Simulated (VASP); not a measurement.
# NaLaMnMoO6: single point with PBE+D3(BJ)

The system is NaLaMnMoO6.

```
Na La Mn Mo O
1.0
     0.00000    3.84107    3.84107
     3.84107    0.00000    3.84107
     3.84107    3.84107    0.00000
Na La Mn Mo O
1 1 1 1 6
Direct
  0.25000 0.25000 0.25000
  0.75000 0.75000 0.75000
  0.50000 0.50000 0.50000
  0.00000 0.00000 0.00000
  0.74643 0.25357 0.25357
  0.25357 0.25357 0.74643
  0.25357 0.74643 0.25357
  0.74643 0.25357 0.74643
  0.74643 0.74643 0.25357
  0.25357 0.74643 0.74643
```

```
Program                : VASP 6.6.1
Task                   : single point
Functional             : PBE
Dispersion             : D3(BJ)
Potentials or basis    : VASP PAW PBE potentials, release 64 (Na_pv, La, Mn_pv, Mo_sv, O)
Cutoff                 : 520 eV
k mesh                 : 5 × 5 × 5
Occupations            : fermi-dirac, width 0.05 eV
Spin                   : collinear spin, ferromagnetic start
Starting moments       : [0.0, 0.0, 4.0, 1.0, 0.0, 0.0, 0.0, 0.0, 0.0, 0.0] μB
Dipole correction      : no
Further INCAR settings : ALGO = Normal; EDIFF = 1e-07; NBANDS = 56
```

```
Pressure                                              : 0.3 GPa
Largest force                                         : 0.051 eV/Å
Net moment                                            : -1.18 μB per cell
Site moments                                          : Na -0.00; La +0.04; Mn -1.93; Mo +0.74; O -0.01 μB
Valence electrons inside the program's atomic spheres : Na 6.01; La 8.42; Mn 11.83; Mo 12.44; O 5.05
Dispersion energy per atom                            : -0.236 eV
```

Forces in eV/Å, atoms in the order of the input:
```
Na   0.000  0.000  0.000
La   0.000  0.000  0.000
Mn   0.000  0.000  0.000
Mo   0.000  0.000  0.000
O   -0.051  0.000  0.000
O    0.000  0.000 -0.051
O    0.000 -0.051  0.000
O    0.000  0.051  0.000
O    0.000  0.000  0.051
O    0.051  0.000  0.000
```

Levels at points of the mesh, in eV from the Fermi level:
Spin up:
```tsv
k point	band 36	band 37	band 38	band 39	band 40	band 41	band 42	band 43	band 44	band 45
(0.00, 0.00, 0.00)	-2.56	-2.56	-2.56	-1.65	-1.65	-1.65	0.79	0.79	1.27	1.27
```
Spin down:
| k point | band 37 | band 38 | band 39 | band 40 | band 41 | band 42 | band 43 | band 44 | band 45 | band 46 |
| --- | --- | --- | --- | --- | --- | --- | --- | --- | --- | --- |
| (0.00, 0.00, 0.00) | -2.72 | -2.72 | -2.61 | -2.61 | -2.61 | -0.07 | -0.07 | 0.84 | 0.84 | 0.84 |

Wall time 8.9 min on 1 thread of AMD EPYC 7R43 64-Core Processor (Zen 3), with other jobs on the host, peak memory 0.32 GiB.

Caveat: spin-orbit coupling is left out, which moves the levels of the heavy elements; a cell with one magnetic atom can't hold antiferromagnetic order, which such compounds often take; semilocal functionals often make such compounds metallic where correlation or magnetic order opens a gap, which also shifts bond lengths. With open d or f shells a metallic result of PBE can be an artefact of self-interaction; +U or a hybrid may open a gap.
